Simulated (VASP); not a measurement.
# KBr (Fm-3m) in VASP: further runs

The runs below take KBr through single point, relaxation of cell and atoms, with LDA.

Everything below comes from runs of VASP 6.6.1. Logs are shortened: lines on timing, memory, paths and dates and some standing lists are left out, and cuts for length are marked.

## 1. The cell of the first run

Symmetry: Fm-3m, No. 225, cubic system. Conventional cell: a = 6.372 Å, b = 6.372 Å, c = 6.372 Å, α = 90.00°, β = 90.00°, γ = 90.00°. K (site symmetry m-3m) has 6 Br at 3.19 Å within 4.2 Å. Within 4.2 Å of Br (site symmetry m-3m) lie 6 K at 3.19 Å.

## 2. Single point, LDA

File INCAR:

```
ALGO = Normal ; EDIFF = 1E-6
ENCUT = 520 ; GGA = CA
ISIF = 2 ; ISMEAR = 0
LASPH = True ; LCHARG = False
LREAL = False ; LWAVE = False
NBANDS = 15 ; NELM = 80
PREC = Accurate ; SIGMA = 0.01
```

File KPOINTS:

```
k-points
0
Gamma
  6 6 6
```

File POSCAR:

```
KBr
1.0
    0.0000000000      3.1857999866      3.1857999866
    3.1857999866      0.0000000000      3.1857999866
    3.1857999866      3.1857999866      0.0000000000
K Br
1 1
Direct
    0.0000000000      0.0000000000      0.0000000000
    0.5000000000      0.5000000000      0.5000000000
```

Potentials or basis: VASP PAW LDA potentials, release 64 (K_sv, Br).

Command:

```sh
> cat potpaw_LDA.64/K_sv/POTCAR potpaw_LDA.64/Br/POTCAR > POTCAR
> mpirun -np 1 vasp_std > vasp.out
```

OUTCAR:

```text
EDIFF = 1E-6
   ENCUT = 520
   GGA = CA
   ISIF = 2
   ISMEAR = 0
   LASPH = True
   LREAL = False
   NELM = 80
   PREC = Accurate

 ion  position               nearest neighbor table
   1  0.000  0.000  0.000-   2 3.19   2 3.19   2 3.19   2 3.19   2 3.19   2 3.19
   2  0.500  0.500  0.500-   1 3.19   1 3.19   1 3.19   1 3.19   1 3.19   1 3.19

  LATTYP: Found a face centered cubic cell.
 ALAT       =     6.3715999732

  Lattice vectors:

 A1 = (   0.0000000000,   3.1857999866,   3.1857999866)
 A2 = (   3.1857999866,   0.0000000000,   3.1857999866)
 A3 = (   3.1857999866,   3.1857999866,   0.0000000000)

Analysis of symmetry for initial positions (statically):
=====================================================================
 Subroutine PRICEL returns:
 Original cell was already a primitive cell.

 Routine SETGRP: Setting up the symmetry group for a
 face centered cubic supercell.

 Subroutine GETGRP returns: Found 48 space group operations
 (whereof 48 operations were pure point group operations)
 out of a pool of 48 trial point group operations.

The static configuration has the point symmetry O_h .

Analysis of symmetry for dynamics (positions and initial velocities):
=====================================================================
 Subroutine PRICEL returns:
 Original cell was already a primitive cell.

 Routine SETGRP: Setting up the symmetry group for a
 face centered cubic supercell.

 Subroutine GETGRP returns: Found 48 space group operations
 (whereof 48 operations were pure point group operations)
 out of a pool of 48 trial point group operations.

The dynamic configuration has the point symmetry O_h .

 Subroutine INISYM returns: Found 48 space group operations
 (whereof 48 operations are pure point group operations),
 and found     1 'primitive' translations

----------------------------------------------------------------------------------------

                                     Primitive cell

  volume of cell :      64.6674

  direct lattice vectors                    reciprocal lattice vectors
     0.000000000  3.185799987  3.185799987    -0.156946451  0.156946451  0.156946451
     3.185799987  0.000000000  3.185799987     0.156946451 -0.156946451  0.156946451
     3.185799987  3.185799987  0.000000000     0.156946451  0.156946451 -0.156946451

  length of vectors
     4.505401548  4.505401548  4.505401548     0.271839226  0.271839226  0.271839226

  position of ions in fractional coordinates (direct lattice)
     0.000000000  0.000000000  0.000000000
     0.500000000  0.500000000  0.500000000

  ion indices of the primitive-cell ions
   primitive index   ion index
                 1           1
                 2           2

----------------------------------------------------------------------------------------

 KPOINTS: k-points

Automatic generation of k-mesh.
 Grid dimensions read from file:
 generate k-points for:    6    6    6

 Generating k-lattice:

  Cartesian coordinates                     Fractional coordinates (reciprocal lattice)
    -0.026157742  0.026157742  0.026157742     0.166666667  0.000000000  0.000000000
     0.026157742 -0.026157742  0.026157742     0.000000000  0.166666667  0.000000000
     0.026157742  0.026157742 -0.026157742     0.000000000  0.000000000  0.166666667

  Length of vectors
     0.045306538  0.045306538  0.045306538

  Shift w.r.t. Gamma in fractional coordinates (k-lattice)
     0.000000000  0.000000000  0.000000000

 Subroutine IBZKPT returns following result:
 ===========================================

 Found     16 irreducible k-points:

 Following reciprocal coordinates:
            Coordinates               Weight
  0.000000  0.000000  0.000000      1.000000
  0.166667  0.000000  0.000000      8.000000
  0.333333  0.000000  0.000000      8.000000
  0.500000  0.000000  0.000000      4.000000
  0.166667  0.166667  0.000000      6.000000
  0.333333  0.166667  0.000000     24.000000
[... 8 lines left out ...]
 -0.333333  0.333333  0.166667     24.000000
 -0.333333  0.500000  0.166667     12.000000
   k-points           NKPTS =     16   k-points in BZ     NKDIM =     16   number of bands    NBANDS=     15
   number of dos      NEDOS =    301   number of ions     NIONS =      2
   total plane-waves  NPLWV =  46656
   dimension x,y,z NGX =    36 NGY =   36 NGZ =   36
   dimension x,y,z NGXF=    72 NGYF=   72 NGZF=   72
   ions per type =               1   1
   NGX,Y,Z   is equivalent  to a cutoff of  13.28, 13.28, 13.28 a.u.
   NGXF,Y,Z  is equivalent  to a cutoff of  26.57, 26.57, 26.57 a.u.
 SYSTEM =  unknown system
   PREC   = accura    normal or accurate (medium, high low for compatibility)
   ISTART =      0    job   : 0-new  1-cont  2-samecut
   ICHARG =      2    charge: 1-file 2-atom 10-const
   ISPIN  =      1    spin polarized calculation?
   LNONCOLLINEAR =      F non collinear calculations
   LSORBIT =      F    spin-orbit coupling
   LASPH  =      T    aspherical Exc in radial PAW
   ENCUT  =  520.0 eV  38.22 Ry    6.18 a.u.   8.38  8.38  8.38*2*pi/ulx,y,z
   NELM   =     80;   NELMIN=  2; NELMDL= -5     # of ELM steps
   EDIFF  = 0.1E-05   stopping-criterion for ELM
   LREAL  =      F    real-space projection
   EDIFFG = 0.1E-04   stopping-criterion for IOM
   NSW    =      0    number of steps for IOM
   IBRION =     -1    ionic relax: 0-MD 1-quasi-New 2-CG
   NFREE  =      0    steps in history (QN), initial steepest desc. (CG)
   ISIF   =      2    stress and relaxation
   ISYM   =      2    0-nonsym 1-usesym 2-fastsym
   POTIM  = 0.5000    time-step for ionic-motion
   TEBEG  =    0.0;   TEEND  =   0.0 temperature during run
   PSTRESS=    0.0 pullay stress
   NELECT =      16.0000    total number of electrons
   NUPDOWN=      -1.0000    fix difference up-down
   EMIN   =  10.00;   EMAX   =-10.00  energy-range for DOS
   EFERMI =   0.00;   METHOD = LEGACY
   ISMEAR =     0;   SIGMA  =   0.01  broadening in eV -4-tet -1-fermi 0-gaus
   EFERMI_NEDOS =   21; number of points for ismear=-14 and -15
   IALGO  =     38    algorithm
   IMIX   =      4    mixing-type and parameters
     AMIX     =   0.40;   BMIX     =  1.00
     AMIX_MAG =   1.60;   BMIX_MAG =  1.00
  volume/ion in A,a.u.               =      32.33       218.20
  Fermi-wavevector in a.u.,A,eV,Ry     =   1.027747  1.942161 14.371350  1.056264
  Thomas-Fermi vector in A             =   2.161708
   LORBIT       =      0    0 simple, 1 ext, 2 COOP (PROOUT), +10 PAW based schemes
   GGA     = CA    functional components
   LHFCALC =     F    Hartree Fock is set to
   AEXX    =    0.0000 exact exchange contribution
   IVDW    =     0    specifies the selected vdW correction
   LEPSILON=     F    determine dielectric tensor
   LRPA    =     F    only Hartree local field effects (RPA)
 non-spin polarized calculation
 Gauss-broadening in eV      SIGMA  =   0.01
  energy-cutoff  :      520.00
  volume of cell :       64.67
 maximum number of plane-waves:      1807
 NGX is ok and might be reduce to    36
   NGX = 17   NGY = 17   NGZ = 17

 number of electron      16.0000000 magnetization

 Free energy of the ion-electron system (eV)
  ---------------------------------------------------
  ext. energy  EPLUGINS =         0.00000000
  ---------------------------------------------------
  free energy    TOTEN  =        -6.83456259 eV

  energy without entropy =       -6.83456259  energy(sigma->0) =       -6.83456259

 E-fermi :  -1.3961     XC(G=0):  -8.3166

 val. band max:       -1.4450952010   @ k =   0.0000   0.0000   0.0000
 cond. band min:       2.8842190748   @ k =   0.0000   0.0000   0.0000
 fundamental gap:      4.3293142758
 Fermi energy:        -1.3961139578

 k-point     1 :       0.0000    0.0000    0.0000
  band No.  band energies     occupation
      1     -28.6556      2.00000
      2     -13.9132      2.00000
      3     -12.3809      2.00000
      4     -12.3809      2.00000
      5     -12.3809      2.00000
      6      -1.4451      2.00000
      7      -1.4451      2.00000
      8      -1.4451      2.00000
      9       2.8842      0.00000
     10       5.8940      0.00000
     11       5.8940      0.00000
     12       5.8940      0.00000
     13       6.8420      0.00000
     14       6.8420      0.00000
     15       9.9986      0.00000

 k-point     2 :       0.1667    0.0000    0.0000
  band No.  band energies     occupation
      1     -28.6528      2.00000
      2     -13.9694      2.00000
      3     -12.3828      2.00000
      4     -12.3828      2.00000
      5     -12.3005      2.00000
      6      -1.9189      2.00000
      7      -1.5678      2.00000
      8      -1.5678      2.00000
      9       3.6335      0.00000
     10       5.7640      0.00000
     11       6.2580      0.00000
     12       6.2580      0.00000
     13       7.2732      0.00000
     14       7.2732      0.00000
     15      11.0530      0.00000

 k-point     3 :       0.3333    0.0000    0.0000
  band No.  band energies     occupation
      1     -28.6472      2.00000
      2     -14.0689      2.00000
      3     -12.3867      2.00000
      4     -12.3867      2.00000
      5     -12.1515      2.00000
      6      -2.6337      2.00000
      7      -1.7936      2.00000
      8      -1.7936      2.00000
      9       4.7043      0.00000
     10       6.2361      0.00000
     11       7.2343      0.00000
     12       7.2343      0.00000
     13       8.3408      0.00000
     14       8.3408      0.00000
     15      10.3885      0.00000
[... 199 lines left out ...]
 k-point    15 :      -0.3333    0.3333    0.1667
  band No.  band energies     occupation
      1     -28.6420      2.00000
      2     -13.9556      2.00000
      3     -12.4633      2.00000
      4     -12.4423      2.00000
      5     -12.2340      2.00000
      6      -2.4754      2.00000
      7      -2.0947      2.00000
      8      -1.9531      2.00000
      9       5.6069      0.00000
     10       5.9835      0.00000
     11       7.2636      0.00000
     12       7.8328      0.00000
     13       8.9803      0.00000
     14       9.4037      0.00000
     15       9.9452      0.00000

 k-point    16 :      -0.3333    0.5000    0.1667
  band No.  band energies     occupation
      1     -28.6412      2.00000
      2     -13.8671      2.00000
      3     -12.5112      2.00000
      4     -12.4643      2.00000
      5     -12.3086      2.00000
      6      -2.2925      2.00000
      7      -2.0524      2.00000
      8      -1.9861      2.00000
      9       4.8209      0.00000
     10       6.5945      0.00000
     11       6.8112      0.00000
     12       7.9541      0.00000
     13       8.6720      0.00000
     14       9.5035      0.00000
     15      10.1495      0.00000

------------------------ aborting loop because EDIFF is reached ----------------------------------------

  FORCE on cell =-STRESS in cart. coord.  units (eV):
  Direction    XX          YY          ZZ          XY          YZ          ZX
  --------------------------------------------------------------------------------------
  -------------------------------------------------------------------------------------
  Total        0.0380572      0.0380572      0.0380572      0.0000000      0.0000000      0.0000000
  in kB        0.9428911      0.9428911      0.9428911      0.0000000      0.0000000      0.0000000
  external PRESSURE =       0.9428911 kB  Pullay stress =       0.0000000 kB

 VOLUME and BASIS-vectors are now :
 -----------------------------------------------------------------------------
  energy-cutoff  :      520.00
  volume of cell :       64.67
      direct lattice vectors                 reciprocal lattice vectors
     0.000000000  3.185799987  3.185799987    -0.156946451  0.156946451  0.156946451
     3.185799987  0.000000000  3.185799987     0.156946451 -0.156946451  0.156946451
     3.185799987  3.185799987  0.000000000     0.156946451  0.156946451 -0.156946451

 POSITION                                       TOTAL-FORCE (eV/Angst)
 -----------------------------------------------------------------------------------
      0.00000      0.00000      0.00000         0.000000      0.000000      0.000000
      3.18580      3.18580      3.18580         0.000000      0.000000     -0.000000
 -----------------------------------------------------------------------------------
    total drift:                                0.000000      0.000000      0.000000

  FREE ENERGIE OF THE ION-ELECTRON SYSTEM (eV)
  ---------------------------------------------------
  free  energy   TOTEN  =        -6.8345625869 eV

  energy  without entropy=       -6.8345625869  energy(sigma->0) =       -6.83456259
```

Run time: 6.7 s. Hardware: 1 thread of Intel Xeon 6975P-C (Granite Rapids), shared host; peak memory 0.17 GiB.

What came out:

| Item | Value |
| --- | --- |
| Free energy | -6.8346 eV |
| Pressure | 0.1 GPa |
| Band gap on the k mesh | 4.33 eV, direct |

Levels at points of the mesh, in eV from the valence-band top:
```tsv
k point	band 5	band 6	band 7	band 8	band 9	band 10	band 11	band 12
(0.00, 0.00, 0.00)	-10.94	0.00	0.00	0.00	4.33	7.34	7.34	7.34
(0.50, 0.00, 0.00)	-10.64	-1.48	-0.45	-0.45	6.47	8.31	9.79	9.79
(0.50, 0.50, 0.00)	-11.00	-0.97	-0.33	-0.33	5.41	7.26	9.36	9.74
```

## 3. Relaxation of cell and atoms, LDA

File INCAR:

```
SYSTEM = KBr
  ALGO = Normal
  EDIFF = 1E-6
  EDIFFG = -0.005
  ENCUT = 600
  IBRION = 2
  ISIF = 3
  ISMEAR = 0
  LASPH = .True.
  LCHARG = .False.
  LREAL = .False.
  LWAVE = .False.
  NELM = 80
  NSW = 100
  PREC = Accurate
  SIGMA = 0.02
```

File KPOINTS:

```
k-points
0
Gamma
  6 6 6
  0 0 0
```

File POSCAR:

```
KBr
1.0
    0.0000000000      3.1871867707      3.1871867707
    3.1871867707      0.0000000000      3.1871867707
    3.1871867707      3.1871867707      0.0000000000
K Br
1 1
Direct
    0.0000000000      0.0000000000      0.0000000000
    0.5000000000      0.5000000000      0.5000000000
```

Potentials or basis: VASP PAW LDA potentials, release 64 (K_sv, Br).

Command:

```sh
> cat potpaw_LDA.64/K_sv/POTCAR potpaw_LDA.64/Br/POTCAR > POTCAR
> mpirun -np 1 vasp_std > vasp.out
```

Wall time 20 s (1 thread of Intel Xeon 6975P-C (Granite Rapids), shared host); peak memory 0.18 GiB.

It converged, with:

| Item | Value |
| --- | --- |
| Free energy | -6.8347 eV |
| Relaxed volume | 32.51 Å³/atom |
| Relaxed cell | a = 4.514 Å, b = 4.514 Å, c = 4.514 Å, α = 60.00°, β = 60.00°, γ = 60.00° |
| Space group after relaxing (to 0.05 Å) | Fm-3m (No. 225) |
| Energy gained by relaxing | 0.0 meV/atom |
| Ionic steps | 7 |
| Pressure after relaxing | 0.0 GPa |
| Band gap on the k mesh | 4.31 eV, direct |

Final structure:
```xyz
2
Lattice="0.0000 3.1916 3.1916 3.1916 0.0000 3.1916 3.1916 3.1916 0.0000" Properties=species:S:1:pos:R:3 pbc="T T T"
K     0.0000    0.0000    0.0000
Br    3.1916    3.1916    3.1916
```

Levels at points of the mesh, in eV from the valence-band top:
```csv
k point,band 6,band 7,band 8,band 9,band 10,band 11
"(0.00, 0.00, 0.00)",0.00,0.00,0.00,4.31,7.34,7.34
"(0.50, 0.00, 0.00)",-1.47,-0.45,-0.45,6.46,8.29,9.78
"(0.50, 0.50, 0.00)",-0.96,-0.33,-0.33,5.41,7.24,9.35
```

LDA gaps usually lie below the measured ones, often by a third to a half.

## 4. Relaxation of cell and atoms, LDA

File INCAR:

```
ALGO = Normal
EDIFF = 1E-6
EDIFFG = -0.001
ENCUT = 600
IBRION = 2
ISIF = 3
ISMEAR = 0
LASPH = True
LCHARG = False
LREAL = False
LWAVE = False
NELM = 80
NSW = 80
PREC = Accurate
SIGMA = 0.01
```

File KPOINTS:

```
k-points
0
Gamma
  6 6 6
```

POSCAR is that of step 3.

Command:

```sh
> cat potpaw_LDA.64/K_sv/POTCAR potpaw_LDA.64/Br/POTCAR > POTCAR
> mpirun -np 1 vasp_std > vasp.out
```

Run time: 39 s. Hardware: 1 thread of Intel Xeon 6975P-C (Granite Rapids), shared host; peak memory 0.19 GiB.

The run converged. Its results:

```yaml
Free_energy: -6.8347 eV
Relaxed_volume: 32.49 Å³/atom
Relaxed_cell: a = 4.513 Å, b = 4.513 Å, c = 4.513 Å, α = 60.00°, β = 60.00°, γ = 60.00°
Space_group_after_relaxing_to_0.05_Å: Fm-3m (No. 225)
Energy_gained_by_relaxing: 0.0 meV/atom
Ionic_steps: 20
Pressure_after_relaxing: 0.0 GPa
Band_gap_on_the_k_mesh: 4.32 eV, direct
```

Final structure:
```yaml
crystal:
  lattice:
    - [0.00000, 3.19104, 3.19104]
    - [3.19104, 0.00000, 3.19104]
    - [3.19104, 3.19104, 0.00000]
  atoms:
    - { symbol: K, position: [0.00000, 0.00000, 0.00000] }
    - { symbol: Br, position: [0.50000, 0.50000, 0.50000] }
```

Levels at points of the mesh, in eV from the valence-band top:
```tsv
k point	band 6	band 7	band 8	band 9	band 10	band 11
(0.00, 0.00, 0.00)	0.00	0.00	0.00	4.31	7.34	7.34
(0.50, 0.00, 0.00)	-1.47	-0.45	-0.45	6.46	8.29	9.78
(0.50, 0.50, 0.00)	-0.96	-0.33	-0.33	5.41	7.24	9.35
```

## 5. Relaxation of cell and atoms, LDA

This run uses another cell than the first one, of 35.69 Å³/atom, 1.104 times its volume.

File INCAR:

```
ALGO = Normal
EDIFF = 1E-7
EDIFFG = -0.005
ENCUT = 600
IBRION = 2
ISIF = 3
ISMEAR = 0
LASPH = True
LCHARG = False
LREAL = False
LWAVE = False
NELM = 100
NSW = 100
PREC = Accurate
SIGMA = 0.02
```

KPOINTS is that of step 4.

File POSCAR:

```
KBr
1.0
    0.0000000000      3.2925000000      3.2925000000
    3.2925000000      0.0000000000      3.2925000000
    3.2925000000      3.2925000000      0.0000000000
K Br
1 1
Direct
    0.0000000000      0.0000000000      0.0000000000
    0.5000000000      0.5000000000      0.5000000000
```

Command:

```sh
> cat potpaw_LDA.64/K_sv/POTCAR potpaw_LDA.64/Br/POTCAR > POTCAR
> mpirun -np 1 vasp_std > vasp.out
```

It took 27 s on 1 thread of Intel Xeon 6975P-C (Granite Rapids), shared host; peak memory 0.19 GiB.

The run converged. Its results:

```yaml
Free_energy: -6.8350 eV
Relaxed_volume: 32.49 Å³/atom
Relaxed_cell: a = 4.513 Å, b = 4.513 Å, c = 4.513 Å, α = 60.00°, β = 60.00°, γ = 60.00°
Space_group_after_relaxing_to_0.05_Å: Fm-3m (No. 225)
Energy_gained_by_relaxing: 16.4 meV/atom
Ionic_steps: 4
Pressure_after_relaxing: 0.0 GPa
Band_gap_on_the_k_mesh: 4.32 eV, direct
```

The path:
| step | energy change (eV) | largest force (eV/Å) | pressure (GPa) | volume (Å³) |
| --- | --- | --- | --- | --- |
| 1 | 0.0000 | 0.0000 | -1.50 | 71.39 |
| 2 | -0.0250 | 0.0000 | -0.81 | 67.98 |
| 3 | -0.0328 | 0.0000 | -0.08 | 65.27 |
| 4 | -0.0329 | 0.0000 | 0.01 | 64.98 |

Final structure:
```cif
data_structure
_symmetry_space_group_name_H-M 'P 1'
_symmetry_Int_Tables_number 1
_cell_length_a 4.5127
_cell_length_b 4.5127
_cell_length_c 4.5127
_cell_angle_alpha 60.000
_cell_angle_beta 60.000
_cell_angle_gamma 60.000
_cell_volume 64.98
loop_
_atom_site_label
_atom_site_type_symbol
_atom_site_fract_x
_atom_site_fract_y
_atom_site_fract_z
_atom_site_occupancy
K1 K 0.00000 0.00000 0.00000 1
Br1 Br 0.50000 0.50000 0.50000 1
```

Levels at points of the mesh, in eV from the valence-band top:
```
           k point  band 6  band 7  band 8  band 9  band 10  band 11
(0.00, 0.00, 0.00)    0.00    0.00    0.00    4.32     7.34     7.34
(0.50, 0.00, 0.00)   -1.47   -0.45   -0.45    6.46     8.29     9.78
(0.50, 0.50, 0.00)   -0.96   -0.33   -0.33    5.41     7.24     9.35
```

A hybrid or GW would open this gap; LDA tends to underestimate it. Zero-point motion and thermal expansion aren't in these numbers.

## 6. Overview

| task | cell | cutoff (eV) | smearing | gap on the mesh (eV) | pressure (GPa) | relaxed volume (Å³/atom) |
| --- | --- | --- | --- | --- | --- | --- |
| single point | a = 4.505 Å, angles 60.0°, 2 atoms | 520 | gaussian 0.01 eV | 4.33 | 0.1 | - |
| relaxation of cell and atoms | relaxed from a = 4.507 Å, angles 60.0°, 2 atoms | 600 | gaussian 0.02 eV | 4.31 | 0.0 | 32.51 |
| relaxation of cell and atoms | relaxed from a = 4.507 Å, angles 60.0°, 2 atoms | 600 | gaussian 0.01 eV | 4.32 | 0.0 | 32.49 |
| relaxation of cell and atoms | relaxed from a = 4.656 Å, angles 60.0°, 2 atoms | 600 | gaussian 0.02 eV | 4.32 | 0.0 | 32.49 |

Alike in all rows: level LDA; potentials or basis VASP PAW LDA potentials, release 64 (K_sv, Br); no spin polarisation; k mesh 6 × 6 × 6.

Absolute energies hang on the potentials; compare differences alone.
